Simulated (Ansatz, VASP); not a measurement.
Two plane-wave programs on CuO

The input INCAR:

```
PREC = Accurate ; ENCUT = 520
EDIFF = 1E-6 ; ISMEAR = -1
SIGMA = 0.05 ; LREAL = False
LASPH = True ; NELM = 60
ALGO = Normal ; ISIF = 2
LWAVE = False ; LCHARG = True
GGA = B5 ; ALDAX = 1.0
AGGAX = 1.0 ; AGGAC = 1.0
ALDAC = 0.0 ; IVDW = 12
VDW_S6 = 1.0 ; VDW_S8 = 2.6996
VDW_A1 = 0.4298 ; VDW_A2 = 4.2359
LELF = True ; LVHAR = True
NBANDS = 25
```

The input KPOINTS:

```
regular mesh
0
Gamma
  10 10 5
```

File POSCAR:

```
CuO
1.0
    2.2940437287     -1.6763657078      0.0000000000
    2.2940437287      1.6763657078      0.0000000000
   -0.8326750593      0.0000000000      4.9546185987
Cu O
2 2
Direct
    0.5000000000      0.0000000000      0.5000000000
    0.0000000000      0.5000000000      0.0000000000
    0.4184000000      0.5816000000      0.7500000000
    0.5816000000      0.4184000000      0.2500000000
```

Contents of input.yaml:

```yaml
crystal:
  lattice:
    - [2.2940437287, -1.6763657078, 0.0]
    - [2.2940437287, 1.6763657078, 0.0]
    - [-0.8326750593, 0.0, 4.9546185987]
  atoms:
    - { symbol: Cu, position: [0.5, 0.0, 0.5] }
    - { symbol: Cu, position: [0.0, 0.5, 0.0] }
    - { symbol: O, position: [0.4184, 0.5816, 0.75] }
    - { symbol: O, position: [0.5816, 0.4184, 0.25] }
hamiltonian:
  xc: blyp
  pseudopotentials: { kind: paw }
  dispersion: d3bj
kpoints:
  mp_grid: { grid: [10, 10, 5] }
scf:
  occupations: { method: fermi_dirac, width: 0.05 }
output:
  forces: true
  stress: true
  eigenvalues: true
  write_density: true
  write_potential: true
  elf: true
  volumetric_format: npy
```

Alike in both runs: task single point; functional BLYP; dispersion D3(BJ); k mesh 10 × 10 × 5; occupations fermi-dirac, width 0.05 eV; no spin polarisation.

|  | VASP | Ansatz |
| --- | --- | --- |
| version | VASP 6.6.1 | Ansatz 0.2.0 |
| potentials or method | VASP PAW PBE potentials, release 64 (Cu, O) | Ansatz PAW |
| plane-wave cutoff (eV) | 520 | 420 |
| valence electrons in the cell | 34 | 50 |

```csv
,VASP,Ansatz,Ansatz less VASP
gap on the k mesh at the Fermi level (eV),none,none,-
pressure (GPa),16.9,15.7,-1.22
"traceless stress, the component that is largest in VASP (GPa)",-3.22,-3.10,+0.116
rms of the force components (eV/Å),0.020,0.006,-0.0134
```

VASP's potentials were made for PBE, not for BLYP. Atom by atom the forces differ by 0.026 eV/Å (rms over components). A gap of «none» marks a metal or a gap that the smearing closes. VASP's potentials hold 34 valence electrons a cell and Ansatz's 50, so a difference there can come from the potentials and not from the codes.
